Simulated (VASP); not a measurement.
# CaMg2O3 in VASP: further runs

CaMg2O3 is run at these levels: PBE; tasks: single point.

Everything below comes from runs of VASP 6.6.1. Logs are shortened: lines on timing, memory, paths and dates and some standing lists are left out, and cuts for length are marked.

## 1. The cell of the first run

Symmetry: P-3m1, No. 164, trigonal system. Conventional cell: a = 3.149 Å, b = 3.149 Å, c = 7.733 Å, α = 90.00°, β = 90.00°, γ = 120.00°. Within 3.1 Å of Ca (site symmetry -3m) lie 6 O at 2.33 Å. Within 2.9 Å of Mg (site symmetry 3m) lie 6 O at 2.18 Å. Within 2.9 Å of O (site symmetry 3m) lie 3 Mg at 2.18 Å and 3 Ca at 2.33 Å. Within 2.9 Å of O (site symmetry -3m) lie 6 Mg at 2.18 Å.

## 2. Single point, PBE

The input, INCAR:

```
PREC     = Accurate       # precision mode
ENCUT    = 520            # plane-wave cutoff, eV
EDIFF    = 1E-6           # SCF threshold, eV
ISMEAR   = 0              # smearing method
SIGMA    = 0.02           # smearing width, eV
LREAL    = False          # projectors in reciprocal space
LASPH    = True           # aspherical terms in the spheres
NELM     = 100            # most SCF steps
ALGO     = Normal         # electronic algorithm
ISIF     = 2              # what is computed and relaxed
LWAVE    = False          # write WAVECAR
LCHARG   = False          # write CHGCAR
GGA      = PE             # functional
NBANDS   = 25             # bands
```

The input, KPOINTS:

```
Automatic mesh
0
Gamma
  12 12 4
```

The input, POSCAR:

```
CaMg2O3
1.0
    3.1487951315      0.0000000000      0.0000000000
   -1.5743975658      2.7269365752      0.0000000000
    0.0000000000      0.0000000000      7.7326072258
Ca Mg O
1 2 3
Direct
    0.0000000000      0.0000000000      0.0000000000
    0.3333333333      0.6666666667      0.3436237572
    0.6666666667      0.3333333333      0.6563762428
    0.3333333333      0.6666666667      0.8116721807
    0.6666666667      0.3333333333      0.1883278193
    0.0000000000      0.0000000000      0.5000000000
```

Potentials or basis: VASP PAW PBE potentials, release 64 (Ca_sv, Mg, O).

Started as:

```console
> cat potpaw_PBE.64/Ca_sv/POTCAR potpaw_PBE.64/Mg/POTCAR potpaw_PBE.64/O/POTCAR > POTCAR
> mpirun -np 1 vasp_std > vasp.out
```

OUTCAR:

```text
PREC = Accurate
   ENCUT = 520
   EDIFF = 1E-6
   ISMEAR = 0
   LREAL = False
   LASPH = True
   NELM = 100
   ISIF = 2
   GGA = PE

 ion  position               nearest neighbor table
   1  0.000  0.000  0.000-   4 2.33   5 2.33   5 2.33   4 2.33   5 2.33   4 2.33   2 3.22   3 3.22
                             2 3.22   3 3.22   3 3.22   2 3.22
   2  0.333  0.667  0.344-   5 2.18   5 2.18   5 2.18   6 2.18   6 2.18   6 2.18   3 3.03   3 3.03
                             3 3.03   1 3.22   1 3.22   1 3.22
   3  0.667  0.333  0.656-   4 2.18   4 2.18   4 2.18   6 2.18   6 2.18   6 2.18   2 3.03   2 3.03
                             2 3.03   1 3.22   1 3.22   1 3.22
   4  0.333  0.667  0.812-   3 2.18   3 2.18   3 2.18   1 2.33   1 2.33   1 2.33
   5  0.667  0.333  0.188-   2 2.18   2 2.18   2 2.18   1 2.33   1 2.33   1 2.33
   6  0.000  0.000  0.500-   2 2.18   3 2.18   3 2.18   2 2.18   3 2.18   2 2.18

  LATTYP: Found a hexagonal cell.
 ALAT       =     3.1487951315
 C/A-ratio  =     2.4557352584

  Lattice vectors:

 A1 = (   3.1487951315,   0.0000000000,   0.0000000000)
 A2 = (  -1.5743975658,   2.7269365752,   0.0000000000)
 A3 = (   0.0000000000,   0.0000000000,   7.7326072258)

Analysis of symmetry for initial positions (statically):
=====================================================================
 Subroutine PRICEL returns:
 Original cell was already a primitive cell.

 Routine SETGRP: Setting up the symmetry group for a
 hexagonal supercell.

 Subroutine GETGRP returns: Found 12 space group operations
 (whereof 12 operations were pure point group operations)
 out of a pool of 24 trial point group operations.

The static configuration has the point symmetry D_3d.

Analysis of symmetry for dynamics (positions and initial velocities):
=====================================================================
 Subroutine PRICEL returns:
 Original cell was already a primitive cell.

 Routine SETGRP: Setting up the symmetry group for a
 hexagonal supercell.

 Subroutine GETGRP returns: Found 12 space group operations
 (whereof 12 operations were pure point group operations)
 out of a pool of 24 trial point group operations.

The dynamic configuration has the point symmetry D_3d.

 Subroutine INISYM returns: Found 12 space group operations
 (whereof 12 operations are pure point group operations),
 and found     1 'primitive' translations

----------------------------------------------------------------------------------------

                                     Primitive cell

  volume of cell :      66.3965

  direct lattice vectors                    reciprocal lattice vectors
     3.148795132  0.000000000  0.000000000     0.317581792  0.183355933  0.000000000
    -1.574397566  2.726936575  0.000000000     0.000000000  0.366711866  0.000000000
     0.000000000  0.000000000  7.732607226     0.000000000  0.000000000  0.129322487

  length of vectors
     3.148795132  3.148795132  7.732607226     0.366711866  0.366711866  0.129322487

  position of ions in fractional coordinates (direct lattice)
     0.000000000  0.000000000  0.000000000
     0.333333333  0.666666667  0.343623757
     0.666666667  0.333333333  0.656376243
     0.333333333  0.666666667  0.811672181
     0.666666667  0.333333333  0.188327819
     0.000000000  0.000000000  0.500000000

  ion indices of the primitive-cell ions
   primitive index   ion index
                 1           1
                 2           2
                 3           3
                 4           4
                 5           5
                 6           6

----------------------------------------------------------------------------------------

 KPOINTS: Automatic mesh

Automatic generation of k-mesh.
 Grid dimensions read from file:
 generate k-points for:   12   12    4

 Generating k-lattice:

  Cartesian coordinates                     Fractional coordinates (reciprocal lattice)
     0.026465149  0.015279661  0.000000000     0.083333333  0.000000000  0.000000000
     0.000000000  0.030559322  0.000000000     0.000000000  0.083333333  0.000000000
     0.000000000  0.000000000  0.032330622     0.000000000  0.000000000  0.250000000

  Length of vectors
     0.030559322  0.030559322  0.032330622

  Shift w.r.t. Gamma in fractional coordinates (k-lattice)
     0.000000000  0.000000000  0.000000000

 Subroutine IBZKPT returns following result:
 ===========================================

 Found     69 irreducible k-points:

 Following reciprocal coordinates:
            Coordinates               Weight
  0.000000  0.000000  0.000000      1.000000
  0.083333  0.000000  0.000000      6.000000
  0.166667  0.000000  0.000000      6.000000
  0.250000  0.000000  0.000000      6.000000
  0.333333  0.000000  0.000000      6.000000
  0.416667  0.000000  0.000000      6.000000
[... 16 lines left out ...]
  0.166667  0.000000  0.250000      6.000000
  0.000000  0.166667  0.250000      6.000000
 [... further k-points ...]
   k-points           NKPTS =     69   k-points in BZ     NKDIM =     69   number of bands    NBANDS=     25
   number of dos      NEDOS =    301   number of ions     NIONS =      6
   total plane-waves  NPLWV =  34560
   dimension x,y,z NGX =    24 NGY =   24 NGZ =   60
   dimension x,y,z NGXF=    48 NGYF=   48 NGZF=  120
   ions per type =               1   2   3
   NGX,Y,Z   is equivalent  to a cutoff of  12.67, 12.67, 12.90 a.u.
   NGXF,Y,Z  is equivalent  to a cutoff of  25.34, 25.34, 25.80 a.u.
 SYSTEM =  unknown system
   PREC   = accura    normal or accurate (medium, high low for compatibility)
   ISTART =      0    job   : 0-new  1-cont  2-samecut
   ICHARG =      2    charge: 1-file 2-atom 10-const
   ISPIN  =      1    spin polarized calculation?
   LNONCOLLINEAR =      F non collinear calculations
   LSORBIT =      F    spin-orbit coupling
   LASPH  =      T    aspherical Exc in radial PAW
   ENCUT  =  520.0 eV  38.22 Ry    6.18 a.u.   5.85  5.85 14.38*2*pi/ulx,y,z
   NELM   =    100;   NELMIN=  2; NELMDL= -5     # of ELM steps
   EDIFF  = 0.1E-05   stopping-criterion for ELM
   LREAL  =      F    real-space projection
   EDIFFG = 0.1E-04   stopping-criterion for IOM
   NSW    =      0    number of steps for IOM
   IBRION =     -1    ionic relax: 0-MD 1-quasi-New 2-CG
   NFREE  =      0    steps in history (QN), initial steepest desc. (CG)
   ISIF   =      2    stress and relaxation
   ISYM   =      2    0-nonsym 1-usesym 2-fastsym
   POTIM  = 0.5000    time-step for ionic-motion
   TEBEG  =    0.0;   TEEND  =   0.0 temperature during run
   PSTRESS=    0.0 pullay stress
   NELECT =      32.0000    total number of electrons
   NUPDOWN=      -1.0000    fix difference up-down
   EMIN   =  10.00;   EMAX   =-10.00  energy-range for DOS
   EFERMI =   0.00;   METHOD = LEGACY
   ISMEAR =     0;   SIGMA  =   0.02  broadening in eV -4-tet -1-fermi 0-gaus
   EFERMI_NEDOS =   21; number of points for ismear=-14 and -15
   IALGO  =     38    algorithm
   IMIX   =      4    mixing-type and parameters
     AMIX     =   0.40;   BMIX     =  1.00
     AMIX_MAG =   1.60;   BMIX_MAG =  1.00
  volume/ion in A,a.u.               =      11.07        74.68
  Fermi-wavevector in a.u.,A,eV,Ry     =   1.283541  2.425540 22.415287  1.647477
  Thomas-Fermi vector in A             =   2.415788
   LORBIT       =      0    0 simple, 1 ext, 2 COOP (PROOUT), +10 PAW based schemes
   GGA     = PE    functional components
   LHFCALC =     F    Hartree Fock is set to
   AEXX    =    0.0000 exact exchange contribution
   IVDW    =     0    specifies the selected vdW correction
   LEPSILON=     F    determine dielectric tensor
   LRPA    =     F    only Hartree local field effects (RPA)
 non-spin polarized calculation
 Gauss-broadening in eV      SIGMA  =   0.02
  energy-cutoff  :      520.00
  volume of cell :       66.40
 maximum number of plane-waves:      1811
   NGX = 11   NGY = 11   NGZ = 29

 number of electron      31.9999987 magnetization

 Free energy of the ion-electron system (eV)
  ---------------------------------------------------
  ext. energy  EPLUGINS =         0.00000000
  ---------------------------------------------------
  free energy    TOTEN  =       -36.14196789 eV

  energy without entropy =      -36.14196789  energy(sigma->0) =      -36.14196789

 E-fermi :   2.9309     XC(G=0): -10.7592

 val. band max:        2.7891212434   @ k =   0.0000   0.0000   0.0000
 cond. band min:       6.8977455394   @ k =   0.0000   0.0000   0.0000
 fundamental gap:      4.1086242959
 Fermi energy:         2.9309179938

 k-point     1 :       0.0000    0.0000    0.0000
  band No.  band energies     occupation
      1     -34.8233      2.00000
      2     -16.5320      2.00000
      3     -15.5061      2.00000
      4     -15.5061      2.00000
      5     -13.7898      2.00000
      6     -12.9521      2.00000
[... 17 lines left out ...]
     24      11.8756      0.00000
     25      14.7853      0.00000

 k-point     2 :       0.0833    0.0000    0.0000
  band No.  band energies     occupation
      1     -34.8129      2.00000
      2     -16.4915      2.00000
      3     -15.6220      2.00000
      4     -15.5205      2.00000
      5     -13.7153      2.00000
      6     -12.8967      2.00000
[... 17 lines left out ...]
     24      12.1703      0.00000
     25      14.8255      0.00000

 k-point     3 :       0.1667    0.0000    0.0000
  band No.  band energies     occupation
      1     -34.7844      2.00000
      2     -16.3792      2.00000
      3     -15.8980      2.00000
      4     -15.5598      2.00000
      5     -13.5375      2.00000
      6     -12.7596      2.00000
[... 552 lines left out ...]
 k-point    23 :       0.1667    0.0000    0.2500
  band No.  band energies     occupation
      1     -34.7844      2.00000
      2     -16.3814      2.00000
      3     -15.8975      2.00000
      4     -15.5598      2.00000
      5     -13.4867      2.00000
      6     -12.8737      2.00000
[... 17 lines left out ...]
     24      12.7529      0.00000
     25      14.6339      0.00000

 k-point    24 :       0.0000    0.1667    0.2500
  band No.  band energies     occupation
      1     -34.7844      2.00000
      2     -16.3817      2.00000
      3     -15.8972      2.00000
      4     -15.5598      2.00000
      5     -13.4749      2.00000
      6     -12.9004      2.00000
[... 17 lines left out ...]
     24      12.7761      0.00000
     25      14.6679      0.00000

 [... further k-points ...]

------------------------ aborting loop because EDIFF is reached ----------------------------------------

  FORCE on cell =-STRESS in cart. coord.  units (eV):
  Direction    XX          YY          ZZ          XY          YZ          ZX
  --------------------------------------------------------------------------------------
  -------------------------------------------------------------------------------------
  Total       -0.0659481     -0.0659481      0.0063553      0.0000000     -0.0000000      0.0000000
  in kB       -1.5913576     -1.5913576      0.1533567      0.0000000     -0.0000000      0.0000000
  external PRESSURE =      -1.0097862 kB  Pullay stress =       0.0000000 kB

 VOLUME and BASIS-vectors are now :
 -----------------------------------------------------------------------------
  energy-cutoff  :      520.00
  volume of cell :       66.40
      direct lattice vectors                 reciprocal lattice vectors
     3.148795132  0.000000000  0.000000000     0.317581792  0.183355933  0.000000000
    -1.574397566  2.726936575  0.000000000     0.000000000  0.366711866  0.000000000
     0.000000000  0.000000000  7.732607226     0.000000000  0.000000000  0.129322487

 POSITION                                       TOTAL-FORCE (eV/Angst)
 -----------------------------------------------------------------------------------
      0.00000      0.00000      0.00000         0.000000      0.000000      0.000000
     -0.00000      1.81796      2.65711         0.000000     -0.000000      0.005979
      1.57440      0.90898      5.07550         0.000000      0.000000     -0.005979
     -0.00000      1.81796      6.27634         0.000000      0.000000     -0.080239
      1.57440      0.90898      1.45627        -0.000000     -0.000000      0.080239
      0.00000      0.00000      3.86630         0.000000      0.000000      0.000000
 -----------------------------------------------------------------------------------
    total drift:                                0.000000     -0.000000      0.000000

  FREE ENERGIE OF THE ION-ELECTRON SYSTEM (eV)
  ---------------------------------------------------
  free  energy   TOTEN  =       -36.1419678891 eV

  energy  without entropy=      -36.1419678891  energy(sigma->0) =      -36.14196789
```

Run time: 82 s. Hardware: 1 thread of AMD EPYC 7R43 (Zen 3), shared host; peak memory 0.22 GiB.

Results:

```yaml
Free_energy: -36.1420 eV
Pressure: -0.1 GPa
Largest_force: 0.080 eV/Å
Band_gap_on_the_k_mesh: 4.11 eV, direct
```

Forces in eV/Å, atoms in the order of the input:
```
Ca   0.000  0.000  0.000
Mg   0.000  0.000  0.006
Mg   0.000  0.000 -0.006
O    0.000  0.000 -0.080
O    0.000  0.000  0.080
O    0.000  0.000  0.000
```

A k mesh can miss the band edges. PBE gaps usually lie below the measured ones, often by a third to a half.

## 3. Single point, PBE

This run uses another cell than the first one: it holds 12 atoms, not 6.

The input, INCAR:

```
PREC = Accurate ; ENCUT = 520
EDIFF = 1E-7 ; ISMEAR = 0
SIGMA = 0.1 ; LREAL = False
LASPH = True ; NELM = 100
ALGO = Normal ; ISIF = 2
LWAVE = False ; LCHARG = False
GGA = PE ; NBANDS = 44
```

The input, KPOINTS:

```
Automatic mesh
0
Gamma
  4 4 2
```

The input, POSCAR:

```
CaMg2O3
1.0
    3.1499628070      0.0000101775      0.0000412942
   -0.0000168877      5.4523067359      0.0003810521
    0.0001498771      0.0005496053      7.7327955813
Ca Mg O
2 4 6
Direct
    0.0000002570     -0.0000044375      0.0000034285
    0.5000108703      0.4999942106     -0.0000041551
    0.9999771180      0.3332817878      0.3436219225
    0.4999945771      0.8332847313      0.3436251358
    0.4999876974      0.1667152548      0.6563773754
    0.9999944598      0.6667138334      0.6563723982
    1.0000251344      0.3334623865      0.8116833814
    0.5000216595      0.8334641007      0.8116808238
    0.4999857623      0.1665410247      0.1883171828
    0.9999879217      0.6665390549      0.1883219656
    0.0000105559      0.0000053912      0.4999951742
    0.5000039867      0.5000026618      0.5000053670
```

Potentials or basis: VASP PAW PBE potentials, release 64 (Ca_sv, Mg, O).

Started as:

```console
> cat potpaw_PBE.64/Ca_sv/POTCAR potpaw_PBE.64/Mg/POTCAR potpaw_PBE.64/O/POTCAR > POTCAR
> mpirun -np 1 vasp_std > vasp.out
```

Run time: 2.4 min. Hardware: 1 thread of AMD EPYC 7R43 (Zen 3), shared host; peak memory 0.25 GiB.

The run converged. Its results:

```yaml
Free_energy: -72.2750 eV
Pressure: -0.1 GPa
Largest_force: 0.081 eV/Å
Band_gap_on_the_k_mesh: 4.11 eV
```

Forces on the atoms (eV/Å):
```
Ca   0.000  0.000  0.000
Ca   0.000  0.000  0.000
Mg   0.000  0.000  0.006
Mg   0.000  0.000  0.006
Mg   0.000  0.000 -0.006
Mg   0.000  0.000 -0.006
O    0.000  0.000 -0.081
O    0.000  0.000 -0.081
O    0.000  0.000  0.081
O    0.000  0.000  0.081
O    0.000  0.000  0.000
O    0.000  0.000  0.000
```

Stress tensor (GPa, compression positive):
```
-0.14  0.00  0.00
 0.00 -0.14  0.00
 0.00  0.00 -0.01
```

Levels at points of the mesh, in eV from the valence-band top:
```tsv
k point	band 28	band 29	band 30	band 31	band 32	band 33	band 34	band 35	band 36	band 37
(0.00, 0.00, 0.00)	-0.63	-0.54	-0.12	-0.12	0.00	4.11	4.46	6.04	6.94	7.13
(0.50, 0.00, 0.00)	-1.09	-1.07	-1.07	-0.58	-0.58	5.98	5.98	6.65	6.65	8.34
(0.00, 0.50, 0.00)	-0.94	-0.48	-0.48	-0.38	-0.38	5.43	5.43	6.26	6.26	7.27
(0.50, 0.50, 0.00)	-0.99	-0.63	-0.63	-0.54	-0.54	4.46	4.46	7.80	7.80	8.82
(0.00, 0.00, 0.50)	-0.74	-0.38	-0.38	-0.28	-0.28	4.60	5.21	5.60	6.19	7.14
(0.50, 0.00, 0.50)	-1.29	-0.92	-0.92	-0.53	-0.53	5.98	5.98	6.68	6.68	8.55
(0.00, 0.50, 0.50)	-0.64	-0.55	-0.55	-0.47	-0.47	5.40	5.40	6.54	6.54	6.84
(0.50, 0.50, 0.50)	-0.87	-0.84	-0.84	-0.73	-0.73	4.60	4.60	7.89	7.89	8.70
```

Caveat: the k points lie up to 0.50 Å⁻¹ apart.
